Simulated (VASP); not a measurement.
# Ti4W (R-3m) in VASP: single point with PBE

Aim: the single point of Ti4W with PBE.

Everything below comes from runs of VASP 6.6.1. Logs are shortened: lines on timing, memory, paths and dates and some standing lists are left out, and cuts for length are marked.

### Step 1. The cell of the first run

Symmetry: R-3m, No. 166, trigonal system. Conventional cell: a = 4.586 Å, b = 4.586 Å, c = 13.882 Å, α = 90.00°, β = 90.00°, γ = 120.00°. Ti (site symmetry 3m) has 3 W at 2.79 Å and 11 Ti at 2.85 to 3.19 Å within 3.7 Å. Ti (site symmetry 3m) has 4 W at 2.55 to 3.36 Å and 10 Ti at 2.69 to 3.13 Å within 3.4 Å. Within 3.4 Å of W (site symmetry -3m) lie 14 Ti at 2.55 to 3.36 Å.

### Step 2. Single point, PBE

INCAR

```
PREC = Accurate
ENCUT = 520
EDIFF = 1E-7
ISMEAR = 0
SIGMA = 0.1
LREAL = F
LASPH = T
NELM = 80
ALGO = Fast
ISIF = 2
LWAVE = F
LCHARG = T
GGA = PE
LELF = T
LVHAR = T
NBANDS = 39
```

KPOINTS

```
Automatic mesh
0
Gamma
  12 12 12
```

POSCAR

```
Ti4W
1.0
    2.2930757738      1.3239079153      4.6272773253
   -2.2930757738      1.3239079153      4.6272773253
    0.0000000000     -2.6478158306      4.6272773253
Ti W
4 1
Direct
    0.8971991042      0.8971991042      0.8971991042
    0.1028008958      0.1028008958      0.1028008958
    0.3162477341      0.3162477341      0.3162477341
    0.6837522659      0.6837522659      0.6837522659
    0.5000000000      0.5000000000      0.5000000000
```

Potentials or basis: VASP PAW PBE potentials, release 64 (Ti_sv, W_sv).

Command:

```console
$ cat potpaw_PBE.64/Ti_sv/POTCAR potpaw_PBE.64/W_sv/POTCAR > POTCAR
$ mpirun -np 1 vasp_std > vasp.out
```

OUTCAR:

```text
PREC = Accurate
   ENCUT = 520
   EDIFF = 1E-7
   ISMEAR = 0
   LREAL = F
   LASPH = T
   NELM = 80
   ISIF = 2
   GGA = PE

 ion  position               nearest neighbor table
   1  0.897  0.897  0.897-   5 2.79   5 2.79   5 2.79   2 2.85   3 2.90   3 2.90   3 2.90
   2  0.103  0.103  0.103-   5 2.79   5 2.79   5 2.79   1 2.85   4 2.90   4 2.90   4 2.90
   3  0.316  0.316  0.316-   5 2.55   4 2.69   4 2.69   4 2.69   1 2.90   1 2.90   1 2.90
   4  0.684  0.684  0.684-   5 2.55   3 2.69   3 2.69   3 2.69   2 2.90   2 2.90   2 2.90
   5  0.500  0.500  0.500-   3 2.55   4 2.55   2 2.79   2 2.79   1 2.79   1 2.79   2 2.79   1 2.79

  LATTYP: Found a trigonal (rhomboedric) cell.
 ALAT       =     5.3312872852
 COS(alpha) =     0.6299992230

  Lattice vectors:

 A1 = (   2.2930757738,   1.3239079153,   4.6272773253)
 A2 = (  -2.2930757738,   1.3239079153,   4.6272773253)
 A3 = (   0.0000000000,  -2.6478158306,   4.6272773253)

Analysis of symmetry for initial positions (statically):
=====================================================================
 Subroutine PRICEL returns:
 Original cell was already a primitive cell.

 Routine SETGRP: Setting up the symmetry group for a
 trigonal (rhombohedral) supercell.

 Subroutine GETGRP returns: Found 12 space group operations
 (whereof 12 operations were pure point group operations)
 out of a pool of 12 trial point group operations.

The static configuration has the point symmetry D_3d.

Analysis of symmetry for dynamics (positions and initial velocities):
=====================================================================
 Subroutine PRICEL returns:
 Original cell was already a primitive cell.

 Routine SETGRP: Setting up the symmetry group for a
 trigonal (rhombohedral) supercell.

 Subroutine GETGRP returns: Found 12 space group operations
 (whereof 12 operations were pure point group operations)
 out of a pool of 12 trial point group operations.

The dynamic configuration has the point symmetry D_3d.

 Subroutine INISYM returns: Found 12 space group operations
 (whereof 12 operations are pure point group operations),
 and found     1 'primitive' translations

----------------------------------------------------------------------------------------

                                     Primitive cell

  volume of cell :      84.2855

  direct lattice vectors                    reciprocal lattice vectors
     2.293075774  1.323907915  4.627277325     0.218047744  0.125889924  0.072036602
    -2.293075774  1.323907915  4.627277325    -0.218047744  0.125889924  0.072036602
     0.000000000 -2.647815831  4.627277325     0.000000000 -0.251779848  0.072036602

  length of vectors
     5.331287285  5.331287285  5.331287285     0.261882347  0.261882347  0.261882347

  position of ions in fractional coordinates (direct lattice)
     0.897199104  0.897199104  0.897199104
     0.102800896  0.102800896  0.102800896
     0.316247734  0.316247734  0.316247734
     0.683752266  0.683752266  0.683752266
     0.500000000  0.500000000  0.500000000

  ion indices of the primitive-cell ions
   primitive index   ion index
                 1           1
                 2           2
                 3           3
                 4           4
                 5           5

----------------------------------------------------------------------------------------

 KPOINTS: Automatic mesh

Automatic generation of k-mesh.
 Grid dimensions read from file:
 generate k-points for:   12   12   12

 Generating k-lattice:

  Cartesian coordinates                     Fractional coordinates (reciprocal lattice)
     0.018170645  0.010490827  0.006003050     0.083333333 -0.000000000  0.000000000
    -0.018170645  0.010490827  0.006003050    -0.000000000  0.083333333  0.000000000
     0.000000000 -0.020981654  0.006003050     0.000000000  0.000000000  0.083333333

  Length of vectors
     0.021823529  0.021823529  0.021823529

  Shift w.r.t. Gamma in fractional coordinates (k-lattice)
     0.000000000  0.000000000  0.000000000

 Subroutine IBZKPT returns following result:
 ===========================================

 Found    189 irreducible k-points:

 Following reciprocal coordinates:
            Coordinates               Weight
  0.000000  0.000000  0.000000      1.000000
  0.083333  0.000000 -0.000000      6.000000
  0.166667 -0.000000  0.000000      6.000000
  0.250000 -0.000000 -0.000000      6.000000
  0.333333 -0.000000  0.000000      6.000000
  0.416667  0.000000  0.000000      6.000000
[... 16 lines left out ...]
  0.500000  0.166667  0.000000     12.000000
 -0.416667  0.166667 -0.000000     12.000000
 [... further k-points ...]
   k-points           NKPTS =    189   k-points in BZ     NKDIM =    189   number of bands    NBANDS=     39
   number of dos      NEDOS =    301   number of ions     NIONS =      5
   total plane-waves  NPLWV =  64000
   dimension x,y,z NGX =    40 NGY =   40 NGZ =   40
   dimension x,y,z NGXF=    80 NGYF=   80 NGZF=   80
   ions per type =               4   1
   NGX,Y,Z   is equivalent  to a cutoff of  12.47, 12.47, 12.47 a.u.
   NGXF,Y,Z  is equivalent  to a cutoff of  24.95, 24.95, 24.95 a.u.
 SYSTEM =  unknown system
   PREC   = accura    normal or accurate (medium, high low for compatibility)
   ISTART =      0    job   : 0-new  1-cont  2-samecut
   ICHARG =      2    charge: 1-file 2-atom 10-const
   ISPIN  =      1    spin polarized calculation?
   LNONCOLLINEAR =      F non collinear calculations
   LSORBIT =      F    spin-orbit coupling
   LASPH  =      T    aspherical Exc in radial PAW
   ENCUT  =  520.0 eV  38.22 Ry    6.18 a.u.   9.91  9.91  9.91*2*pi/ulx,y,z
   NELM   =     80;   NELMIN=  2; NELMDL= -5     # of ELM steps
   EDIFF  = 0.1E-06   stopping-criterion for ELM
   LREAL  =      F    real-space projection
   EDIFFG = 0.1E-05   stopping-criterion for IOM
   NSW    =      0    number of steps for IOM
   IBRION =     -1    ionic relax: 0-MD 1-quasi-New 2-CG
   NFREE  =      0    steps in history (QN), initial steepest desc. (CG)
   ISIF   =      2    stress and relaxation
   ISYM   =      2    0-nonsym 1-usesym 2-fastsym
   POTIM  = 0.5000    time-step for ionic-motion
   TEBEG  =    0.0;   TEEND  =   0.0 temperature during run
   PSTRESS=    0.0 pullay stress
   NELECT =      62.0000    total number of electrons
   NUPDOWN=      -1.0000    fix difference up-down
   EMIN   =  10.00;   EMAX   =-10.00  energy-range for DOS
   EFERMI =   0.00;   METHOD = LEGACY
   ISMEAR =     0;   SIGMA  =   0.10  broadening in eV -4-tet -1-fermi 0-gaus
   EFERMI_NEDOS =   21; number of points for ismear=-14 and -15
   IALGO  =     68    algorithm
   IMIX   =      4    mixing-type and parameters
     AMIX     =   0.40;   BMIX     =  1.00
     AMIX_MAG =   1.60;   BMIX_MAG =  1.00
  volume/ion in A,a.u.               =      16.86       113.76
  Fermi-wavevector in a.u.,A,eV,Ry     =   1.477818  2.792672 29.714406  2.183947
  Thomas-Fermi vector in A             =   2.592176
   LORBIT       =      0    0 simple, 1 ext, 2 COOP (PROOUT), +10 PAW based schemes
   GGA     = PE    functional components
   LHFCALC =     F    Hartree Fock is set to
   AEXX    =    0.0000 exact exchange contribution
   IVDW    =     0    specifies the selected vdW correction
   LEPSILON=     F    determine dielectric tensor
   LRPA    =     F    only Hartree local field effects (RPA)
 non-spin polarized calculation
 RMM-DIIS sequential band-by-band and
 Gauss-broadening in eV      SIGMA  =   0.10
  energy-cutoff  :      520.00
  volume of cell :       84.29
 maximum number of plane-waves:      2304
   NGX = 19   NGY = 19   NGZ = 19

 number of electron      61.9999999 magnetization

 Free energy of the ion-electron system (eV)
  ---------------------------------------------------
  ext. energy  EPLUGINS =         0.00000000
  ---------------------------------------------------
  free energy    TOTEN  =       -44.12452150 eV

  energy without entropy =      -44.08829264  energy(sigma->0) =      -44.10640707

 E-fermi :   8.5737     XC(G=0): -11.9553

 val. band max:        8.5727372181   @ k =  -0.2500   0.3333   0.2500
 cond. band min:       8.5758485616   @ k =   0.4167   0.2500   0.0833
 fundamental gap:      0.0031113434
 Fermi energy:         8.5737037582

 k-point     1 :       0.0000    0.0000    0.0000
  band No.  band energies     occupation
      1     -64.2346      2.00000
      2     -47.9044      2.00000
      3     -47.8376      2.00000
      4     -47.7667      2.00000
      5     -47.6441      2.00000
      6     -28.5554      2.00000
[... 31 lines left out ...]
     38      10.9066      0.00000
     39      11.4937      0.00000

 k-point     2 :       0.0833    0.0000   -0.0000
  band No.  band energies     occupation
      1     -64.2345      2.00000
      2     -47.9028      2.00000
      3     -47.8379      2.00000
      4     -47.7659      2.00000
      5     -47.6463      2.00000
      6     -28.5554      2.00000
[... 31 lines left out ...]
     38      10.7997      0.00000
     39      11.5325      0.00000

 k-point     3 :       0.1667   -0.0000    0.0000
  band No.  band energies     occupation
      1     -64.2345      2.00000
      2     -47.8982      2.00000
      3     -47.8389      2.00000
      4     -47.7633      2.00000
      5     -47.6528      2.00000
      6     -28.5555      2.00000
[... 31 lines left out ...]
     38      10.5129      0.00000
     39      11.6545      0.00000

 k-point     4 :       0.2500   -0.0000   -0.0000
  band No.  band energies     occupation
      1     -64.2345      2.00000
      2     -47.8918      2.00000
      3     -47.8403      2.00000
      4     -47.7586      2.00000
      5     -47.6628      2.00000
      6     -28.5557      2.00000
[... 31 lines left out ...]
     38      10.6283      0.00000
     39      11.5142      0.00000
[... 754 lines left out ...]
     38      11.1180      0.00000
     39      11.5249      0.00000

 k-point    23 :       0.5000    0.1667    0.0000
  band No.  band energies     occupation
      1     -64.2345      2.00000
      2     -47.8768      2.00000
      3     -47.8454      2.00000
      4     -47.7403      2.00000
      5     -47.6919      2.00000
      6     -28.5547      2.00000
[... 31 lines left out ...]
     38      11.0139      0.00000
     39      11.1516      0.00000

 k-point    24 :      -0.4167    0.1667   -0.0000
  band No.  band energies     occupation
      1     -64.2345      2.00000
      2     -47.8763      2.00000
      3     -47.8452      2.00000
      4     -47.7349      2.00000
      5     -47.6982      2.00000
      6     -28.5553      2.00000
[... 31 lines left out ...]
     38      10.9928      0.00000
     39      11.4306      0.00000

 [... further k-points ...]

------------------------ aborting loop because EDIFF is reached ----------------------------------------

  FORCE on cell =-STRESS in cart. coord.  units (eV):
  Direction    XX          YY          ZZ          XY          YZ          ZX
  --------------------------------------------------------------------------------------
  -------------------------------------------------------------------------------------
  Total       -0.0931540     -0.0931540      0.0164834      0.0000000     -0.0000000      0.0000000
  in kB       -1.7707575     -1.7707575      0.3133318      0.0000000     -0.0000000      0.0000000
  external PRESSURE =      -1.0760611 kB  Pullay stress =       0.0000000 kB

 VOLUME and BASIS-vectors are now :
 -----------------------------------------------------------------------------
  energy-cutoff  :      520.00
  volume of cell :       84.29
      direct lattice vectors                 reciprocal lattice vectors
     2.293075774  1.323907915  4.627277325     0.218047744  0.125889924  0.072036602
    -2.293075774  1.323907915  4.627277325    -0.218047744  0.125889924  0.072036602
     0.000000000 -2.647815831  4.627277325     0.000000000 -0.251779848  0.072036602

 POSITION                                       TOTAL-FORCE (eV/Angst)
 -----------------------------------------------------------------------------------
      0.00000      0.00000     12.45477        -0.000000     -0.000000      0.005572
      0.00000      0.00000      1.42706        -0.000000     -0.000000     -0.005572
      0.00000      0.00000      4.39010        -0.000000     -0.000000     -0.027191
      0.00000      0.00000      9.49173        -0.000000      0.000000      0.027191
      0.00000      0.00000      6.94092         0.000000     -0.000000     -0.000000
 -----------------------------------------------------------------------------------
    total drift:                                0.000000      0.000000     -0.000000

  FREE ENERGIE OF THE ION-ELECTRON SYSTEM (eV)
  ---------------------------------------------------
  free  energy   TOTEN  =       -44.1245215028 eV

  energy  without entropy=      -44.0882926431  energy(sigma->0) =      -44.10640707
```

It took 46 min on 1 thread of Intel Xeon Platinum 8488C (Sapphire Rapids), shared host; peak memory 0.63 GiB.

Results:

```
Free energy            : -44.1245 eV
Pressure               : -0.1 GPa
Largest force          : 0.027 eV/Å
Band gap on the k mesh : zero (bands 31 and 32 overlap by 0.86 eV)
```

Forces on the atoms (eV/Å):
```
Ti   0.000  0.000  0.006
Ti   0.000  0.000 -0.006
Ti   0.000  0.000 -0.027
Ti   0.000  0.000  0.027
W    0.000  0.000  0.000
```

Caveat: spin-orbit coupling is left out, which moves the levels of the heavy elements.
